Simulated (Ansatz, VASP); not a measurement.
## HfC: VASP beside Ansatz

```
Hf C
1.0
     3.11727    0.00000    0.00000
    -1.55864    2.69964    0.00000
     0.00000    0.00000    5.57107
Hf C
2 2
Cartesian
  0.0000 0.0000 0.0000
  0.0000 0.0000 2.7855
  0.0000 1.7998 1.3928
  1.5586 0.8999 4.1783
```

Change from the starting cell: volume scaled by 0.88, LAPW.

Alike in both runs: task single point; functional PBE; k mesh 10 × 10 × 6; occupations fermi-dirac, width 0.05 eV; no spin polarisation.

```csv
,VASP,Ansatz
version,VASP 6.6.1,Ansatz 0.2.0
potentials or method,"VASP PAW PBE potentials, release 64 (Hf_pv, C), cutoff 520 eV","all-electron LAPW, scalar-relativistic"
```

Ansatz gave:

| Property | Result |
| --- | --- |
| pressure (GPa) | 34.2 |
| traceless stress, the component that is largest in VASP (GPa) | 0.06 |

Estimate VASP's values.

pressure (GPa): 33.6; traceless stress, the component that is largest in VASP (GPa): -0.46.

Both programs put the cell under a high pressure, so it lies far from rest at this level. Ansatz ran all-electron here, and VASP with PAW potentials.

Neither program's run includes spin-orbit coupling.
